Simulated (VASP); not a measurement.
# InSb (F-43m) in VASP: further runs

Aim: see how the results for InSb move with the level of theory and the settings. Levels: PBE+D4, LDA. Tasks: single point.

Program: VASP 6.6.1. These are calculated values, not measurements. Logs are shortened: lines on timing, memory, paths and dates and some standing lists are left out, and cuts for length are marked.

## (1) The cell of the first run

It takes space group F-43m (No. 216, cubic). The conventional cell has a = 6.454 Å, b = 6.454 Å, c = 6.454 Å, α = 90.00°, β = 90.00°, γ = 90.00°. In (site symmetry -43m) has 4 Sb at 2.79 Å within 3.7 Å. Within 3.7 Å of Sb (site symmetry -43m) lie 4 In at 2.79 Å.

## (2) Single point, PBE+D4 (volume scaled by 0.96)

Contents of INCAR:

```
PREC = Accurate
ENCUT = 520
EDIFF = 1E-6
ISMEAR = 0
SIGMA = 0.05
LREAL = F
LASPH = T
NELM = 60
ALGO = Normal
ISIF = 2
LWAVE = F
LCHARG = F
GGA = PE
IVDW = 13
NBANDS = 16
```

Contents of KPOINTS:

```
Automatic mesh
0
Gamma
  6 6 6
```

Contents of POSCAR:

```
InSb
1.0
    0.0000000000      3.2270747665      3.2270747665
    3.2270747665      0.0000000000      3.2270747665
    3.2270747665      3.2270747665      0.0000000000
In Sb
1 1
Direct
    0.0000000000      0.0000000000      0.0000000000
    0.7500000000      0.7500000000      0.7500000000
```

Potentials or basis: VASP PAW PBE potentials, release 64 (In_d, Sb).

Run with:

```bash
> cat potpaw_PBE.64/In_d/POTCAR potpaw_PBE.64/Sb/POTCAR > POTCAR
> mpirun -np 1 vasp_std > vasp.out
```

OUTCAR:

```text
PREC = Accurate
   ENCUT = 520
   EDIFF = 1E-6
   ISMEAR = 0
   LREAL = F
   LASPH = T
   NELM = 60
   ISIF = 2
   GGA = PE
   IVDW = 13

 ion  position               nearest neighbor table
   1  0.000  0.000  0.000-   2 2.79   2 2.79   2 2.79   2 2.79
   2  0.750  0.750  0.750-   1 2.79   1 2.79   1 2.79   1 2.79

  LATTYP: Found a face centered cubic cell.
 ALAT       =     6.4541495330

  Lattice vectors:

 A1 = (   0.0000000000,   3.2270747665,   3.2270747665)
 A2 = (   3.2270747665,   0.0000000000,   3.2270747665)
 A3 = (   3.2270747665,   3.2270747665,   0.0000000000)

Analysis of symmetry for initial positions (statically):
=====================================================================
 Subroutine PRICEL returns:
 Original cell was already a primitive cell.

 Routine SETGRP: Setting up the symmetry group for a
 face centered cubic supercell.

 Subroutine GETGRP returns: Found 24 space group operations
 (whereof 24 operations were pure point group operations)
 out of a pool of 48 trial point group operations.

The static configuration has the point symmetry T_d .

Analysis of symmetry for dynamics (positions and initial velocities):
=====================================================================
 Subroutine PRICEL returns:
 Original cell was already a primitive cell.

 Routine SETGRP: Setting up the symmetry group for a
 face centered cubic supercell.

 Subroutine GETGRP returns: Found 24 space group operations
 (whereof 24 operations were pure point group operations)
 out of a pool of 48 trial point group operations.

The dynamic configuration has the point symmetry T_d .

 Subroutine INISYM returns: Found 24 space group operations
 (whereof 24 operations are pure point group operations),
 and found     1 'primitive' translations

----------------------------------------------------------------------------------------

                                     Primitive cell

  volume of cell :      67.2136

  direct lattice vectors                    reciprocal lattice vectors
     0.000000000  3.227074766  3.227074766    -0.154939081  0.154939081  0.154939081
     3.227074766  0.000000000  3.227074766     0.154939081 -0.154939081  0.154939081
     3.227074766  3.227074766  0.000000000     0.154939081  0.154939081 -0.154939081

  length of vectors
     4.563772902  4.563772902  4.563772902     0.268362361  0.268362361  0.268362361

  position of ions in fractional coordinates (direct lattice)
     0.000000000  0.000000000  0.000000000
     0.750000000  0.750000000  0.750000000

  ion indices of the primitive-cell ions
   primitive index   ion index
                 1           1
                 2           2

----------------------------------------------------------------------------------------

 KPOINTS: Automatic mesh

Automatic generation of k-mesh.
 Grid dimensions read from file:
 generate k-points for:    6    6    6

 Generating k-lattice:

  Cartesian coordinates                     Fractional coordinates (reciprocal lattice)
    -0.025823180  0.025823180  0.025823180     0.166666667  0.000000000  0.000000000
     0.025823180 -0.025823180  0.025823180     0.000000000  0.166666667  0.000000000
     0.025823180  0.025823180 -0.025823180     0.000000000  0.000000000  0.166666667

  Length of vectors
     0.044727060  0.044727060  0.044727060

  Shift w.r.t. Gamma in fractional coordinates (k-lattice)
     0.000000000  0.000000000  0.000000000

 Subroutine IBZKPT returns following result:
 ===========================================

 Found     16 irreducible k-points:

 Following reciprocal coordinates:
            Coordinates               Weight
  0.000000  0.000000  0.000000      1.000000
  0.166667  0.000000  0.000000      8.000000
  0.333333  0.000000  0.000000      8.000000
  0.500000  0.000000  0.000000      4.000000
  0.166667  0.166667  0.000000      6.000000
  0.333333  0.166667  0.000000     24.000000
[... 8 lines left out ...]
 -0.333333  0.333333  0.166667     24.000000
 -0.333333  0.500000  0.166667     12.000000
   k-points           NKPTS =     16   k-points in BZ     NKDIM =     16   number of bands    NBANDS=     16
   number of dos      NEDOS =    301   number of ions     NIONS =      2
   total plane-waves  NPLWV =  46656
   dimension x,y,z NGX =    36 NGY =   36 NGZ =   36
   dimension x,y,z NGXF=    72 NGYF=   72 NGZF=   72
   ions per type =               1   1
   NGX,Y,Z   is equivalent  to a cutoff of  13.11, 13.11, 13.11 a.u.
   NGXF,Y,Z  is equivalent  to a cutoff of  26.23, 26.23, 26.23 a.u.
 SYSTEM =  unknown system
   PREC   = accura    normal or accurate (medium, high low for compatibility)
   ISTART =      0    job   : 0-new  1-cont  2-samecut
   ICHARG =      2    charge: 1-file 2-atom 10-const
   ISPIN  =      1    spin polarized calculation?
   LNONCOLLINEAR =      F non collinear calculations
   LSORBIT =      F    spin-orbit coupling
   LASPH  =      T    aspherical Exc in radial PAW
   ENCUT  =  520.0 eV  38.22 Ry    6.18 a.u.   8.49  8.49  8.49*2*pi/ulx,y,z
   NELM   =     60;   NELMIN=  2; NELMDL= -5     # of ELM steps
   EDIFF  = 0.1E-05   stopping-criterion for ELM
   LREAL  =      F    real-space projection
   EDIFFG = 0.1E-04   stopping-criterion for IOM
   NSW    =      0    number of steps for IOM
   IBRION =     -1    ionic relax: 0-MD 1-quasi-New 2-CG
   NFREE  =      0    steps in history (QN), initial steepest desc. (CG)
   ISIF   =      2    stress and relaxation
   ISYM   =      2    0-nonsym 1-usesym 2-fastsym
   POTIM  = 0.5000    time-step for ionic-motion
   TEBEG  =    0.0;   TEEND  =   0.0 temperature during run
   PSTRESS=    0.0 pullay stress
   NELECT =      18.0000    total number of electrons
   NUPDOWN=      -1.0000    fix difference up-down
   EMIN   =  10.00;   EMAX   =-10.00  energy-range for DOS
   EFERMI =   0.00;   METHOD = LEGACY
   ISMEAR =     0;   SIGMA  =   0.05  broadening in eV -4-tet -1-fermi 0-gaus
   EFERMI_NEDOS =   21; number of points for ismear=-14 and -15
   IALGO  =     38    algorithm
   IMIX   =      4    mixing-type and parameters
     AMIX     =   0.40;   BMIX     =  1.00
     AMIX_MAG =   1.60;   BMIX_MAG =  1.00
  volume/ion in A,a.u.               =      33.61       226.79
  Fermi-wavevector in a.u.,A,eV,Ry     =   1.055229  1.994093 15.150194  1.113508
  Thomas-Fermi vector in A             =   2.190419
   LORBIT       =      0    0 simple, 1 ext, 2 COOP (PROOUT), +10 PAW based schemes
   GGA     = PE    functional components
   LHFCALC =     F    Hartree Fock is set to
   AEXX    =    0.0000 exact exchange contribution
   IVDW    =    13    specifies the selected vdW correction
   LEPSILON=     F    determine dielectric tensor
   LRPA    =     F    only Hartree local field effects (RPA)
 non-spin polarized calculation
 Gauss-broadening in eV      SIGMA  =   0.05
  energy-cutoff  :      520.00
  volume of cell :       67.21
 maximum number of plane-waves:      1837
 NGX is ok and might be reduce to    36
   NGX = 17   NGY = 17   NGZ = 17

 number of electron      17.9999995 magnetization

 Free energy of the ion-electron system (eV)
  ---------------------------------------------------
  ext. energy  EPLUGINS =         0.00000000
  ---------------------------------------------------
  free energy    TOTEN  =        -6.86741655 eV

  energy without entropy =       -6.86705941  energy(sigma->0) =       -6.86723798

 E-fermi :   5.2512     XC(G=0):  -8.7309

 val. band max:        5.2359907689   @ k =   0.0000   0.0000   0.0000
 cond. band min:       5.7915948509   @ k =   0.5000   0.0000   0.0000
 fundamental gap:      0.5556040820
 Fermi energy:         5.2512204212

 k-point     1 :       0.0000    0.0000    0.0000
  band No.  band energies     occupation
      1      -9.4017      2.00000
      2      -9.4017      2.00000
      3      -9.4017      2.00000
      4      -9.3135      2.00000
      5      -9.3135      2.00000
      6      -5.5561      2.00000
[... 8 lines left out ...]
     15      13.5354      0.00000
     16      13.5354      0.00000

 k-point     2 :       0.1667    0.0000    0.0000
  band No.  band energies     occupation
      1      -9.4143      2.00000
      2      -9.3960      2.00000
      3      -9.3960      2.00000
      4      -9.3138      2.00000
      5      -9.3138      2.00000
      6      -5.3027      2.00000
[... 8 lines left out ...]
     15      12.5581      0.00000
     16      12.5581      0.00000

 k-point     3 :       0.3333    0.0000    0.0000
  band No.  band energies     occupation
      1      -9.4390      2.00000
      2      -9.3861      2.00000
      3      -9.3861      2.00000
      4      -9.3130      2.00000
      5      -9.3130      2.00000
      6      -4.6450      2.00000
[... 8 lines left out ...]
     15      12.9849      0.00000
     16      12.9849      0.00000

 k-point     4 :       0.5000    0.0000    0.0000
  band No.  band energies     occupation
      1      -9.4511      2.00000
      2      -9.3820      2.00000
      3      -9.3820      2.00000
      4      -9.3116      2.00000
      5      -9.3116      2.00000
      6      -4.1590      2.00000
[... 8 lines left out ...]
     15      14.4528      0.00000
     16      14.4528      0.00000
[... 172 lines left out ...]
 k-point    14 :       0.5000    0.3333    0.1667
  band No.  band energies     occupation
      1      -9.4607      2.00000
      2      -9.3750      2.00000
      3      -9.3691      2.00000
      4      -9.3223      2.00000
      5      -9.3095      2.00000
      6      -4.1060      2.00000
[... 8 lines left out ...]
     15      14.1174      0.00000
     16      15.5551      0.00000

 k-point    15 :      -0.3333    0.3333    0.1667
  band No.  band energies     occupation
      1      -9.4663      2.00000
      2      -9.3740      2.00000
      3      -9.3643      2.00000
      4      -9.3207      2.00000
      5      -9.3116      2.00000
      6      -3.7007      2.00000
[... 8 lines left out ...]
     15      14.9027      0.00000
     16      15.3738      0.00000

 k-point    16 :      -0.3333    0.5000    0.1667
  band No.  band energies     occupation
      1      -9.4754      2.00000
      2      -9.3671      2.00000
      3      -9.3579      2.00000
      4      -9.3266      2.00000
      5      -9.3087      2.00000
      6      -3.5039      2.00000
[... 8 lines left out ...]
     15      15.0748      0.00000
     16      15.7814      0.00000

------------------------ aborting loop because EDIFF is reached ----------------------------------------

  DFT-D4 for vdW energy calculation

  Edisp (eV):   -0.72823

  FORCE on cell =-STRESS in cart. coord.  units (eV):
  Direction    XX          YY          ZZ          XY          YZ          ZX
  --------------------------------------------------------------------------------------
  -------------------------------------------------------------------------------------
  Total       0.78447     0.78447     0.78447     0.00000     0.00000     0.00000
  in kB      18.69957    18.69957    18.69957     0.00000     0.00000     0.00000
  external pressure =       18.70 kB  Pullay stress =        0.00 kB

 VOLUME and BASIS-vectors are now :
 -----------------------------------------------------------------------------
  energy-cutoff  :      520.00
  volume of cell :       67.21
      direct lattice vectors                 reciprocal lattice vectors
     0.000000000  3.227074766  3.227074766    -0.154939081  0.154939081  0.154939081
     3.227074766  0.000000000  3.227074766     0.154939081 -0.154939081  0.154939081
     3.227074766  3.227074766  0.000000000     0.154939081  0.154939081 -0.154939081

 POSITION                                       TOTAL-FORCE (eV/Angst)
 -----------------------------------------------------------------------------------
      0.00000      0.00000      0.00000         0.000000      0.000000      0.000000
      4.84061      4.84061      4.84061        -0.000000     -0.000000     -0.000000
 -----------------------------------------------------------------------------------
    total drift:                                0.000000      0.000000      0.000000

  FREE ENERGIE OF THE ION-ELECTRON SYSTEM (eV)
  ---------------------------------------------------
  free  energy   TOTEN  =        -7.5956512879 eV

  energy  without entropy=       -7.5952941513  energy(sigma->0) =       -7.59547272
```

It took 8.7 s on 1 thread of Intel Xeon 6975P-C (Granite Rapids), shared host; peak memory 0.21 GiB.

Results:

```
Free energy                : -7.5957 eV
Pressure                   : 1.9 GPa
Band gap on the k mesh     : zero (filled and empty bands touch)
Dispersion energy per atom : -0.364 eV
```

Caveat: spin-orbit coupling is left out, which moves the levels of the heavy elements; pairwise dispersion overbinds metals, which lowers pressure and volume.

## (3) Single point, LDA (volume scaled by 1.02)

Contents of INCAR:

```
ALGO = Normal
EDIFF = 1E-6
ENCUT = 520
GGA = CA
ISIF = 2
ISMEAR = 0
LASPH = T
LCHARG = T
LELF = T
LREAL = F
LVHAR = T
LWAVE = F
NBANDS = 16
NELM = 60
PREC = Accurate
SIGMA = 0.05
```

Contents of KPOINTS:

```
k-points
0
Gamma
  6 6 6
```

Contents of POSCAR:

```
InSb
1.0
    0.0000000000      3.2478891405      3.2478891405
    3.2478891405      0.0000000000      3.2478891405
    3.2478891405      3.2478891405      0.0000000000
In Sb
1 1
Direct
    0.0000000000      0.0000000000      0.0000000000
    0.7500000000      0.7500000000      0.7500000000
```

Potentials or basis: VASP PAW LDA potentials, release 64 (In_d, Sb).

Run with:

```bash
> cat potpaw_LDA.64/In_d/POTCAR potpaw_LDA.64/Sb/POTCAR > POTCAR
> mpirun -np 1 vasp_std > vasp.out
```

Run time: 8 s. Hardware: 1 thread of Intel Xeon 6975P-C (Granite Rapids), shared host; peak memory 0.17 GiB.

The run converged. Its results:

```
Free energy            : -8.1894 eV
Pressure               : -0.8 GPa
Band gap on the k mesh : zero (filled and empty bands touch)
```

Levels at points of the mesh, in eV from the Fermi level:
```tsv
k point	band 5	band 6	band 7	band 8	band 9	band 10	band 11	band 12	band 13	band 14
(0.00, 0.00, 0.00)	-14.48	-10.74	-0.43	-0.02	-0.02	-0.02	2.89	2.89	2.89	5.51
(0.50, 0.00, 0.00)	-14.48	-9.39	-5.66	-1.02	-1.02	0.39	3.74	3.74	5.92	8.06
(0.50, 0.50, 0.00)	-14.47	-8.79	-5.96	-2.27	-2.27	1.24	1.24	7.98	7.98	8.58
```

Caveat: spin-orbit coupling is left out, which moves the levels of the heavy elements.
